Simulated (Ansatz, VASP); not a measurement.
## One calculation of BaS, two programs

```
CELL_PARAMETERS angstrom
0.00000 3.51614 3.51614
3.51614 0.00000 3.51614
3.51614 3.51614 0.00000
ATOMIC_POSITIONS crystal
Ba 0.00000 0.00000 0.00000
S 0.25000 0.25000 0.25000
```

Alike in both runs: task electric field gradients; functional PBEsol; k mesh 9 × 9 × 9; occupations fermi-dirac, width 0.08 eV; no spin polarisation.

|  | VASP | Ansatz |
| --- | --- | --- |
| version | VASP 6.6.1 | Ansatz 0.2.0 |
| potentials or method | VASP PAW PBE potentials, release 64 (Ba_sv, S) | PAW with Ansatz's default frozen-core files, scalar-relativistic |
| plane-wave cutoff (eV) | 520 | 420 |
| valence electrons in the cell | 16 | 16 |

VASP gave:

| Property | Result |
| --- | --- |
| pressure (GPa) | -0.7 |

Task: Which values does Ansatz return?

Result: Pressure (GPa): -1.1.

VASP's potentials were made for PBE, not for PBEsol.

Spin-orbit coupling is off throughout.
